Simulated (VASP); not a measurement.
# Al15CdN16 (a cell with a defect) in VASP: a series of runs, part 2 of 3

VASP 6.6.1. The steps go on from the part before.

## 3. Single point, HSE06

File POSCAR:

```
Al15CdN16
1.0
    6.2595139128      0.0000000578      0.0000000000
   -3.1297570064      5.4208980350      0.0000000000
    0.0000000000      0.0000000000     10.0348065929
Al Cd N
15 1 16
Direct
    0.3355182113      0.1621615939      0.2444304888
    0.3343471824      0.1621384222      0.7534596487
    0.1636024066      0.3323923282      1.0001439504
    0.3390916439      0.6685247006      0.2444572899
    0.1660482158      0.8324239731      0.5020025635
    0.3367384014      0.6738507557      0.7549182463
    0.1617474123      0.8291543653      0.9997085713
    0.8269900161      0.1575764700      0.2452311114
    0.6673693482      0.3331644737      0.5023964258
    0.8230562263      0.1602880284      0.7551385250
    0.6652239513      0.3338694573      1.0003132863
    0.8343377301      0.6627954615      0.2498311131
    0.6709249883      0.8278019854      0.5039473130
    0.8325430387      0.6641010410      0.7514825160
    0.6667958981      0.8290763685      0.9998975744
    0.1601505708      0.3394452668      0.4969396857
    0.3478074521      0.1534030331      0.4318519098
    0.1664997638      0.3289423084      0.1920888652
    0.3287755018      0.1653179329      0.9425964056
    0.1639415363      0.3330472701      0.7136251929
    0.3610942566      0.7090925730      0.4326958122
    0.1668032374      0.8282211936      0.1878478586
    0.3316255031      0.6677697816      0.9430531674
    0.1672699124      0.8316465605      0.6908041394
    0.7888575178      0.1368778572      0.4331317337
    0.6693178173      0.3310535159      0.1881408306
    0.8279078749      0.1648754163      0.9437680309
    0.6655813815      0.3298461675      0.6910957442
    0.8353150488      0.6639867289      0.4406883136
    0.6704918860      0.8258600713      0.1869593141
    0.8305945190      0.6647453329      0.9392094270
    0.6671157723      0.8298324654      0.6927222438
```

File INCAR.step1:

```
SYSTEM = Al15CdN16
PREC     = Accurate       ! precision mode
ENCUT    = 520            ! plane-wave cutoff, eV
EDIFF    = 1E-5           ! SCF threshold, eV
ISMEAR   = -1             ! smearing method
SIGMA    = 0.01           ! smearing width, eV
LREAL    = Auto         
LASPH    = .True.         ! aspherical terms in the spheres
NELM     = 120            ! most SCF steps
ALGO     = Normal         ! electronic algorithm
ISIF     = 2              ! what is computed and relaxed
LWAVE    = .True.         ! write WAVECAR
LCHARG   = .False.        ! write CHGCAR
NBANDS   = 90             ! bands
GGA      = PE             ! functional
NELECT   = 136.0        
GGA_COMPAT= .False.      
ISYM     = -1
```

File INCAR.step2:

```
SYSTEM = Al15CdN16
PREC     = Accurate       ! precision mode
ENCUT    = 520            ! plane-wave cutoff, eV
EDIFF    = 1E-6           ! SCF threshold, eV
ISMEAR   = -1             ! smearing method
SIGMA    = 0.01           ! smearing width, eV
LREAL    = Auto         
LASPH    = .True.         ! aspherical terms in the spheres
NELM     = 120            ! most SCF steps
ALGO     = Normal         ! electronic algorithm
ISIF     = 2              ! what is computed and relaxed
LWAVE    = .False.        ! write WAVECAR
LCHARG   = .False.        ! write CHGCAR
GGA      = PE             ! functional
LHFCALC  = .True.         ! exact exchange
HFSCREEN = 0.2079         ! screening, 1/A
PRECFOCK = Fast         
NBANDS   = 90             ! bands
ISTART   = 1            
NELECT   = 136.0        
GGA_COMPAT= .False.      
ISYM     = -1
```

File KPOINTS:

```
explicit points
1
Reciprocal
  0.25000000   0.25000000   0.25000000 1
```

Potentials or basis: VASP PAW PBE potentials, release 64 (Al, Cd, N).

Started as:

```console
> cat potpaw_PBE.64/Al/POTCAR potpaw_PBE.64/Cd/POTCAR potpaw_PBE.64/N/POTCAR > POTCAR
> cp INCAR.step1 INCAR
> mpirun -np 1 vasp_std > vasp.out
> cp INCAR.step2 INCAR
> mpirun -np 1 vasp_std > vasp.out
```

OUTCAR:

```text
SYSTEM = Al15CdN16
   PREC = Accurate
   ENCUT = 520
   EDIFF = 1E-6
   ISMEAR = -1
   LREAL = Auto
   LASPH = .True.
   NELM = 120
   ISIF = 2
   GGA = PE
   LHFCALC = .True.
   HFSCREEN = 0.2079
   PRECFOCK = Fast
   ISTART = 1
   NELECT = 136.0
   ISYM = -1

 ion  position               nearest neighbor table
   1  0.336  0.162  0.244-  17 1.88  18 1.89  26 1.90  22 1.90  11 3.03   7 3.05   3 3.07   8 3.09
                             4 3.10  12 3.13  12 3.13   5 3.14   9 3.15   4 3.16   8 3.17  16 3.17
   2  0.334  0.162  0.753-  20 1.89  19 1.90  24 1.90  28 1.90  11 3.06   7 3.06   6 3.06  10 3.06
                             3 3.09   5 3.09   9 3.10  14 3.13  14 3.13  10 3.19   6 3.20  16 3.20
   3  0.164  0.332  0.000-  19 1.89  27 1.91  23 1.91  18 1.93   4 3.05   8 3.06   1 3.07  10 3.07
                             6 3.08   2 3.09   7 3.12  11 3.12  15 3.13  15 3.13  11 3.14   7 3.14
   4  0.339  0.669  0.244-  22 1.89  30 1.89  21 1.90  18 1.91  15 3.03   3 3.05   8 3.06   7 3.06
                            16 3.10   1 3.10  12 3.12  12 3.14   1 3.16   5 3.16  13 3.17   8 3.20
   5  0.166  0.832  0.502-  21 1.87  17 1.88  24 1.89  29 1.90  16 3.07  13 3.08  14 3.09   2 3.09
                             6 3.10  12 3.10   9 3.12   9 3.14   1 3.14   4 3.16  13 3.17  16 3.19
   6  0.337  0.674  0.755-  24 1.89  23 1.89  20 1.89  32 1.90   7 3.04  15 3.04  10 3.04   2 3.06
                             3 3.08   5 3.10  13 3.10  14 3.13  14 3.13  16 3.16   2 3.20  10 3.22
   7  0.162  0.829  1.000-  23 1.88  22 1.89  31 1.90  19 1.91   6 3.04   1 3.05   2 3.06  14 3.06
                             4 3.06  12 3.07  15 3.10  11 3.10   3 3.12   3 3.14  11 3.16  15 3.16
   8  0.827  0.158  0.245-  26 1.88  30 1.89  25 1.90  18 1.92  15 3.04   4 3.06   3 3.06  11 3.07
                             1 3.09  16 3.11  12 3.12  12 3.14  13 3.15   9 3.16   1 3.17   4 3.20
   9  0.667  0.333  0.502-  25 1.87  17 1.88  28 1.89  29 1.90  16 3.07  14 3.08  13 3.09   2 3.10
[... 17 lines left out ...]
  19  0.329  0.165  0.943-   3 1.89   2 1.90   7 1.91  11 1.91
  20  0.164  0.333  0.714-   2 1.89   6 1.89  10 1.89  16 2.18
  21  0.361  0.709  0.433-  13 1.84   5 1.87   4 1.90  16 2.11
  22  0.167  0.828  0.188-   4 1.89   7 1.89   1 1.90  12 1.91
[... 8 lines left out ...]
  31  0.831  0.665  0.939-  15 1.88  14 1.88   7 1.90  11 1.90
  32  0.667  0.830  0.693-  14 1.89  13 1.89   6 1.90  10 1.90

IMPORTANT INFORMATION: All symmetrisations will be switched off!
NOSYMM: (Re-)initialisation of all symmetry stuff for point group C_1.

----------------------------------------------------------------------------------------

                                     Primitive cell

  volume of cell :     340.5029

  direct lattice vectors                    reciprocal lattice vectors
     6.259513913  0.000000058  0.000000000     0.159756813  0.092235641  0.000000000
    -3.129757006  5.420898035  0.000000000    -0.000000002  0.184471279  0.000000000
     0.000000000  0.000000000 10.034806593     0.000000000  0.000000000  0.099653141

  length of vectors
     6.259513913  6.259513913 10.034806593     0.184471279  0.184471279  0.099653141

  position of ions in fractional coordinates (direct lattice)
     0.335518211  0.162161594  0.244430489
     0.334347182  0.162138422  0.753459649
     0.163602407  0.332392328  0.000143950
     0.339091644  0.668524701  0.244457290
     0.166048216  0.832423973  0.502002563
     0.336738401  0.673850756  0.754918246
[... 24 lines left out ...]
     0.830594519  0.664745333  0.939209427
     0.667115772  0.829832465  0.692722244

  ion indices of the primitive-cell ions
   primitive index   ion index
                 1           1
                 2           2
                 3           3
                 4           4
                 5           5
[... 50 lines left out ...]
   ICHARG =      0    charge: 1-file 2-atom 10-const
   ISPIN  =      1    spin polarized calculation?
   LNONCOLLINEAR =      F non collinear calculations
   LSORBIT =      F    spin-orbit coupling
   LASPH  =      T    aspherical Exc in radial PAW
   ENCUT  =  520.0 eV  38.22 Ry    6.18 a.u.  11.64 11.64 18.66*2*pi/ulx,y,z
   NELM   =    120;   NELMIN=  2; NELMDL=  0     # of ELM steps
   EDIFF  = 0.1E-05   stopping-criterion for ELM
   LREAL  =      T    real-space projection
   EDIFFG = 0.1E-04   stopping-criterion for IOM
   NSW    =      0    number of steps for IOM
   IBRION =     -1    ionic relax: 0-MD 1-quasi-New 2-CG
   NFREE  =      0    steps in history (QN), initial steepest desc. (CG)
   ISIF   =      2    stress and relaxation
   ISYM   =     -1    0-nonsym 1-usesym 2-fastsym
   POTIM  = 0.5000    time-step for ionic-motion
   TEBEG  =    0.0;   TEEND  =   0.0 temperature during run
   PSTRESS=    0.0 pullay stress
   NELECT =     136.0000    total number of electrons
   NUPDOWN=      -1.0000    fix difference up-down
   EMIN   =  10.00;   EMAX   =-10.00  energy-range for DOS
   EFERMI =   0.00;   METHOD = LEGACY
   ISMEAR =    -1;   SIGMA  =   0.01  broadening in eV -4-tet -1-fermi 0-gaus
   EFERMI_NEDOS =   21; number of points for ismear=-14 and -15
   IALGO  =     38    algorithm
   IMIX   =      1    mixing-type and parameters
     AMIX     =   0.40;   BMIX     =  1.00
     AMIX_MAG =   1.60;   BMIX_MAG =  1.00
  volume/ion in A,a.u.               =      10.64        71.81
  Fermi-wavevector in a.u.,A,eV,Ry     =   1.205630  2.278311 19.776675  1.453545
  Thomas-Fermi vector in A             =   2.341321
   LORBIT       =      0    0 simple, 1 ext, 2 COOP (PROOUT), +10 PAW based schemes
   GGA     = PE    functional components
   LHFCALC =     T    Hartree Fock is set to
   PRECFOCK=fast      Normal, Fast or Accurate (Low or Medium for compatibility)
   ENCUT4O =  -1.0   cutoff for four orbital integrals eV
   NKREDX  =     1    reduce k-point grid by
   NKREDY  =     1    reduce k-point grid by
   NKREDZ  =     1    reduce k-point grid by
   AEXX    =    0.2500 exact exchange contribution
   HFSCREEN=    0.2079 screening length (either q_TF or 0.3 A-1)
   HFSCREENC=   0.2079 screening length for correlation (either q_TF or 0.3 A-1)
   ENCUTFOCK=  -1.0 apply spherical cutoff to Coloumb kernel
   IVDW    =     0    specifies the selected vdW correction
   LEPSILON=     F    determine dielectric tensor
   LRPA    =     F    only Hartree local field effects (RPA)
 non-spin polarized calculation
  energy-cutoff  :      520.00
  volume of cell :      340.50
 maximum number of plane-waves:      9148
 NGX is ok and might be reduce to    48
  NGX = 24; NGY = 24; NGZ = 40

 number of electron     136.0000004 magnetization

 Free energy of the ion-electron system (eV)
  ---------------------------------------------------
  ext. energy  EPLUGINS =         0.00000000
  ---------------------------------------------------
  free energy    TOTEN  =      -278.61886545 eV

  energy without entropy =     -278.61886545  energy(sigma->0) =     -278.61886545

 E-fermi :   5.1293     XC(G=0):  -9.0123

 val. band max:        4.8509751292   @ k =   0.2500   0.2500   0.2500
 cond. band min:       5.4435191391   @ k =   0.2500   0.2500   0.2500
 fundamental gap:      0.5925440098
 Fermi energy:         5.1293022462

 k-point     1 :       0.2500    0.2500    0.2500
  band No.  band energies     occupation
      1     -11.2543      2.00000
      2     -10.8552      2.00000
      3     -10.5695      2.00000
      4     -10.4537      2.00000
      5     -10.2345      2.00000
      6     -10.1142      2.00000
[... 72 lines left out ...]
     79      13.2606      0.00000
     80      13.4139      0.00000
 [bands above 80 left out]

------------------------ aborting loop because EDIFF is reached ----------------------------------------

  FORCE on cell =-STRESS in cart. coord.  units (eV):
  Direction    XX          YY          ZZ          XY          YZ          ZX
  --------------------------------------------------------------------------------------
  -------------------------------------------------------------------------------------
  Total      -10.0712311    -15.8829907     -4.5337607     -6.6572601      0.9796347     -2.1010695
  in kB      -47.3884266    -74.7346505    -21.3328227    -31.3245798      4.6095006     -9.8862170
  external PRESSURE =     -47.8186333 kB  Pullay stress =       0.0000000 kB

 VOLUME and BASIS-vectors are now :
 -----------------------------------------------------------------------------
  energy-cutoff  :      520.00
  volume of cell :      340.50
      direct lattice vectors                 reciprocal lattice vectors
     6.259513913  0.000000058  0.000000000     0.159756813  0.092235641  0.000000000
    -3.129757006  5.420898035  0.000000000    -0.000000002  0.184471279  0.000000000
     0.000000000  0.000000000 10.034806593     0.000000000  0.000000000  0.099653141

 POSITION                                       TOTAL-FORCE (eV/Angst)
 -----------------------------------------------------------------------------------
      1.59265      0.87906      2.45281         0.084826      0.011419     -0.095480
      1.58540      0.87894      7.56082         0.060950     -0.037010      0.133829
     -0.01624      1.80186      0.00144        -0.102709     -0.057262     -0.020122
      0.03023      3.62400      2.45308         0.043783     -0.045942     -0.247530
     -1.56590      4.51249      5.03750        -0.098433      0.035423      0.103197
     -0.00117      3.65288      7.57546        -0.028400     -0.018085      0.207105
[... 24 lines left out ...]
      3.11863      3.60352      9.42478        -0.001154      0.018062     -0.076524
      1.57865      4.49844      6.95133        -0.014690      0.010539     -0.189806
 -----------------------------------------------------------------------------------
    total drift:                                0.006525     -0.001308      0.025748

  FREE ENERGIE OF THE ION-ELECTRON SYSTEM (eV)
  ---------------------------------------------------
  free  energy   TOTEN  =      -278.6188654487 eV

  energy  without entropy=     -278.6188654487  energy(sigma->0) =     -278.61886545
```

Wall time 13 min (1 thread of Intel Xeon Platinum 8488C (Sapphire Rapids), shared host); peak memory 0.59 GiB.

What came out:

```yaml
Free_energy: -278.6189 eV
Largest_force: 0.541 eV/Å
```

Forces in eV/Å, atoms in the order of the input:
```
Al   0.085  0.011 -0.095
Al   0.061 -0.037  0.134
Al  -0.103 -0.057 -0.020
Al   0.044 -0.046 -0.248
Al  -0.098  0.035  0.103
Al  -0.028 -0.018  0.207
Al   0.038 -0.011  0.004
Al  -0.019 -0.018 -0.508
Al  -0.245  0.179  0.195
Al   0.058  0.064  0.371
Al   0.135 -0.056  0.051
Al  -0.023 -0.056 -0.127
Al   0.034 -0.231  0.124
Al  -0.002  0.002  0.158
Al  -0.024  0.114 -0.002
Cd   0.244  0.160  0.167
N    0.082  0.291 -0.251
N   -0.038  0.020  0.154
N   -0.040  0.016 -0.078
N   -0.360  0.013 -0.265
N    0.491  0.024  0.108
N    0.041  0.067  0.164
N   -0.006  0.036 -0.083
N    0.012  0.004 -0.145
N   -0.265 -0.439  0.172
N   -0.047 -0.012  0.082
N   -0.044 -0.059 -0.106
N    0.004 -0.029 -0.181
N    0.047 -0.009  0.013
N   -0.017  0.011  0.168
N   -0.001  0.018 -0.077
N   -0.015  0.011 -0.190
```

Caveat: the cell carries a net charge on a neutralising background, which shifts energy and pressure; the cell is charged against a uniform background, so pressure and absolute levels hang on convention; the PAW data sets were made with another functional, which shifts forces and pressure a little.

## 4. Single point, r2SCAN

File POSCAR:

```
Al15CdN16
1.0
    6.2595139128      0.0000000578      0.0000000000
   -3.1297570064      5.4208980350      0.0000000000
    0.0000000000      0.0000000000     10.0348065929
Al Cd N
15 1 16
Direct
    0.3339787934      0.1647951300      0.2486976802
    0.3345817141      0.1641294430      0.7536058309
    0.1661664254      0.3323771602      0.9959565325
    0.3350514456      0.6676790156      0.2478639575
    0.1716870898      0.8363676455      0.4970329030
    0.3343940109      0.6681573713      0.7543362310
    0.1648925711      0.8320892257      1.0010529810
    0.8310821110      0.1636992335      0.2478543119
    0.6625278575      0.3271075913      0.4970567204
    0.8306536843      0.1643907768      0.7542799632
    0.6665369163      0.3336087428      1.0010020641
    0.8335451384      0.6651356032      0.2510188484
    0.6653173071      0.8335387248      0.4979032964
    0.8334448658      0.6653083536      0.7476561319
    0.6668519803      0.8316903797      1.0005030882
    0.1611884074      0.3376687462      0.5059578161
    0.3441806863      0.1547498769      0.4319085391
    0.1676659762      0.3308732567      0.1865260757
    0.3342209307      0.1643858793      0.9428354441
    0.1676509851      0.3311795979      0.7215041967
    0.3521155838      0.7026261836      0.4305556401
    0.1644708610      0.8293108817      0.1874261380
    0.3341109423      0.6720784905      0.9434458225
    0.1688656195      0.8315974495      0.6897521141
    0.7962822025      0.1466990868      0.4305299479
    0.6693578481      0.3341977782      0.1873443127
    0.8264314504      0.1643759166      0.9433178738
    0.6671281944      0.3297246969      0.6897270907
    0.8326415854      0.6661179321      0.4405050577
    0.6697924460      0.8288444604      0.1867232136
    0.8318406481      0.6666600163      0.9375096082
    0.6671050938      0.8313848003      0.6911009359
```

File INCAR.step1:

```
  PREC = Accurate
  ENCUT = 580
  ISMEAR = -1
  SIGMA = 0.01
  LREAL = Auto
  LASPH = True
  NELM = 120
  NELECT = 138.0
  NBANDS = 90
  GGA = PE
  ALGO = Normal
  EDIFF = 1E-5
  LWAVE = True
  LCHARG = False
  GGA_COMPAT = False
  ISYM = -1
```

File INCAR.step2:

```
  PREC = Accurate
  ENCUT = 580
  EDIFF = 1E-6
  ISMEAR = -1
  SIGMA = 0.01
  LREAL = Auto
  LASPH = True
  NELM = 120
  ALGO = Normal
  ISIF = 2
  LWAVE = False
  LCHARG = False
  METAGGA = R2SCAN
  LMIXTAU = True
  NELECT = 138.0
  NBANDS = 90
  ISTART = 1
  GGA_COMPAT = False
  ISYM = -1
```

KPOINTS is that of step 3.

Started as:

```console
> cat potpaw_PBE.64/Al/POTCAR potpaw_PBE.64/Cd/POTCAR potpaw_PBE.64/N/POTCAR > POTCAR
> cp INCAR.step1 INCAR
> mpirun -np 1 vasp_std > vasp.out
> cp INCAR.step2 INCAR
> mpirun -np 1 vasp_std > vasp.out
```

It took 3.4 min on 1 thread of Intel Xeon Platinum 8488C (Sapphire Rapids), shared host; peak memory 0.52 GiB.

The run converged. Its results:

- Free energy: -311.0702 eV
- Largest force: 0.189 eV/Å

Forces in eV/Å, atoms in the order of the input:
```
Al   0.007 -0.006  0.065
Al  -0.050  0.030  0.043
Al   0.010 -0.006  0.017
Al  -0.006  0.041  0.057
Al   0.075  0.051 -0.055
Al  -0.006 -0.052  0.039
Al   0.034  0.006  0.017
Al  -0.043 -0.017  0.053
Al  -0.008 -0.089 -0.060
Al   0.040  0.019  0.040
Al   0.009 -0.023  0.015
Al  -0.012  0.009 -0.010
Al  -0.075  0.042 -0.074
Al  -0.008  0.000  0.024
Al  -0.010  0.009  0.018
Cd  -0.019  0.012 -0.022
N    0.158 -0.092 -0.049
N    0.006 -0.002  0.021
N    0.001 -0.003 -0.012
N    0.001  0.003  0.106
N   -0.008  0.115 -0.037
N    0.003 -0.001 -0.041
N   -0.004  0.002 -0.028
N    0.002 -0.002  0.008
N   -0.104 -0.052 -0.033
N    0.006 -0.002 -0.037
N   -0.003 -0.002 -0.021
N    0.002  0.005  0.013
N   -0.002  0.002 -0.020
N    0.003  0.000 -0.034
N   -0.003  0.001 -0.004
N    0.005  0.003  0.000
```

Levels at points of the mesh, in eV from the Fermi level:
```csv
k point,band 65,band 66,band 67,band 68,band 69,band 70,band 71,band 72,band 73,band 74
"(0.25, 0.25, 0.25)",-1.66,-1.59,-1.19,-0.61,-0.30,5.11,5.42,5.68,5.78,5.93
```

Caveat: the cell carries a net charge on a neutralising background, which shifts energy and pressure; the cell is charged against a uniform background, so pressure and absolute levels hang on convention; the PAW data sets were made with another functional, which shifts forces and pressure a little.

[end of part 2 of 3]
